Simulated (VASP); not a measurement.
The system is Pt.

```
Pt
1.0
     0.00000    1.97158    1.97158
     1.97158    0.00000    1.97158
     1.97158    1.97158    0.00000
Pt
1
Direct
  0.00000 0.00000 0.00000
```

Program: VASP 6.6.1. Alike in all runs: task electric field gradients; cell as given; k mesh 16 × 16 × 16; cutoff (eV) 520; smearing fermi-dirac 0.05 eV.

Q: Order these runs on this cell by their pressure, lowest first.
A. level LDA; potentials or basis VASP PAW LDA potentials, release 64 (Pt); spin non-collinear, zero start, SOC
B. level r2SCAN; potentials or basis VASP PAW PBE potentials, release 64 (Pt); spin off
C. level PBEsol; potentials or basis VASP PAW PBE potentials, release 64 (Pt); spin off
D. level PBE; potentials or basis VASP PAW PBE potentials, release 64 (Pt); spin off

A: A (-8.9 GPa), C (-5.7 GPa), B (0.0 GPa), D (4.8 GPa).

Caveats: the cell stands under tension (at least some runs); the PAW data sets were made with another functional, which shifts forces and pressure a little (at least some runs); the cell stands under pressure (at least some runs).
